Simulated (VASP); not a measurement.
Here is a VASP 6.6.1 calculation.

The input INCAR:

```
PREC = Accurate
ENCUT = 520
EDIFF = 1E-6
ISMEAR = 0
SIGMA = 0.1
LREAL = Auto
LASPH = T
NELM = 100
ALGO = Normal
ISIF = 2
LWAVE = F
LCHARG = F
GGA = PE
IVDW = 12
NBANDS = 82
```

Contents of KPOINTS:

```
Automatic mesh
0
Gamma
  4 4 3
```

File POSCAR:

```
HPt6S12
1.0
    0.0000000000     -6.2064721004      0.0000000000
    5.3749625069      3.1032360502      0.0000000000
    0.0000000000      0.0000000000      9.3245486798
Pt S H
6 12 1
Direct
    0.6681740304      0.3429737412     -0.0066969461
    0.6680871605      0.3279645203      0.5076289655
    0.0044812222      0.0023970400     -0.0072535414
    0.0026666571     -0.0025819715      0.5073384420
    0.3319338996      0.6661618561     -0.0072920419
    0.3335142373      0.6628012745      0.5073810178
    0.3350588548      0.3364553702      0.1244733702
    0.3359817028      0.3304653749      0.6357737198
    0.6682633358     -0.0015832669      0.1157183084
    0.6681402991     -0.0083038719      0.6388807871
    0.0014088581      0.6695678333      0.1244842018
    0.0001741557      0.6626198779      0.6357632099
    0.6681631261      0.6693135060      0.3760926261
    0.6682038428      0.6732899058      0.8589316518
    0.0008793218      0.3305818408      0.3773634651
    0.0001672800      0.3362107173      0.8643425303
    0.3352504933      0.9977716111      0.3773945658
    0.3362030735      1.0042577959      0.8643225830
   -0.3315631121     -0.1092018780      0.2548098660
```

Potentials or basis: VASP PAW PBE potentials, release 64 (Pt, S, H).

Command:

```bash
$ cat potpaw_PBE.64/Pt/POTCAR potpaw_PBE.64/S/POTCAR potpaw_PBE.64/H/POTCAR > POTCAR
$ mpirun -np 1 vasp_std > vasp.out
```

Task: What does it give for the largest force?

Result: 0.192 eV/Å.

Task: Predict the pressure.

Result: 1.2 GPa.

Task: Predict the band gap on the k mesh.

Result: Zero (an odd number of electrons rules out a gap without spin polarisation).

Stress tensor (GPa, compression positive):
```
 1.87  0.72 -0.50
 0.72  1.05 -0.28
-0.50 -0.28  0.70
```

Caveat: spin-orbit coupling is left out, which moves the levels of the heavy elements.
